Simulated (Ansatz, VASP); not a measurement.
# One calculation of NiGe, two programs

Contents of INCAR:

```
SYSTEM = NiGe
PREC     = Accurate       ! precision mode
ENCUT    = 520            ! plane-wave cutoff, eV
EDIFF    = 1E-7           ! SCF threshold, eV
ISMEAR   = 0              ! smearing method
SIGMA    = 0.15           ! smearing width, eV
LREAL    = .FALSE.        ! projectors in reciprocal space
LASPH    = .TRUE.         ! aspherical terms in the spheres
NELM     = 60             ! most SCF steps
ALGO     = Fast           ! electronic algorithm
ISIF     = 2              ! what is computed and relaxed
LWAVE    = .FALSE.        ! write WAVECAR
LCHARG   = .FALSE.        ! write CHGCAR
GGA      = PS             ! functional
NBANDS   = 58             ! bands
```

KPOINTS

```
regular mesh
0
G
  6 10 6
  0 0 0
```

File POSCAR:

```
NiGe
1.0
    5.3107947965      0.0000000000      0.0000000000
    0.0000000000      3.4400167657      0.0000000000
    0.0000000000      0.0000000000      5.7392574950
Ni Ge
4 4
Direct
    1.0381350056      0.7968278717      0.1711756916
   -0.0041511865      0.2809825762      0.8393606365
    0.5595544371      0.2309206762      0.6766579291
    0.4822254433      0.6893810269      0.3385310491
    0.7743391955      0.7709117599      0.5740459782
    0.1522449074      0.2632040552      0.4062130358
    0.6701191469      0.2401361982      0.0563422196
    0.3275330507      0.7276358359      0.9376734600
```

Input for Ansatz:

```yaml
crystal:
  lattice:
    - [5.3107947965, 0.0, 0.0]
    - [0.0, 3.4400167657, 0.0]
    - [0.0, 0.0, 5.739257495]
  atoms:
    - { symbol: Ni, position: [1.0381350056, 0.7968278717, 0.1711756916] }
    - { symbol: Ni, position: [-0.0041511865, 0.2809825762, 0.8393606365] }
    - { symbol: Ni, position: [0.5595544371, 0.2309206762, 0.6766579291] }
    - { symbol: Ni, position: [0.4822254433, 0.6893810269, 0.3385310491] }
    - { symbol: Ge, position: [0.7743391955, 0.7709117599, 0.5740459782] }
    - { symbol: Ge, position: [0.1522449074, 0.2632040552, 0.4062130358] }
    - { symbol: Ge, position: [0.6701191469, 0.2401361982, 0.0563422196] }
    - { symbol: Ge, position: [0.3275330507, 0.7276358359, 0.93767346] }
basis:
  ecutwfc: 420
kpoints:
  mp_grid: { grid: [6, 10, 6] }
hamiltonian:
  xc: pbesol
scf:
  occupations: { method: gaussian, width: 0.15 }
output:
  forces: true
  stress: true
  eigenvalues: true
  write_density: true
  write_potential: true
  elf: true
  volumetric_format: npy
```

Change from the starting cell: all atoms moved at random, sigma 0.15 Å a component.

Alike in both runs: task single point; functional PBEsol; k mesh 6 × 10 × 6; occupations gaussian, width 0.15 eV; no spin polarisation.

|  | VASP | Ansatz |
| --- | --- | --- |
| version | VASP 6.6.1 | Ansatz 0.2.0 |
| potentials or method | VASP PAW PBE potentials, release 64 (Ni, Ge_d), cutoff 520 eV | scalar-relativistic, plane waves, PAW |
| valence electrons in the cell | 96 | 128 |

```csv
,VASP,Ansatz,Ansatz less VASP
gap on the k mesh at the Fermi level (eV),none,none,-
pressure (GPa),13.4,13.1,-0.23
"traceless stress, the component that is largest in VASP (GPa)",5.74,5.74,-0.005
rms of the force components (eV/Å),2.121,2.116,-0.0056
```

VASP's potentials were made for PBE, not for PBEsol. Atom by atom the forces differ by 0.009 eV/Å (rms over components). A gap of «none» marks a metal or a gap that the smearing closes. VASP's potentials hold 96 valence electrons a cell and Ansatz's 128, so a difference there can come from the potentials and not from the codes.
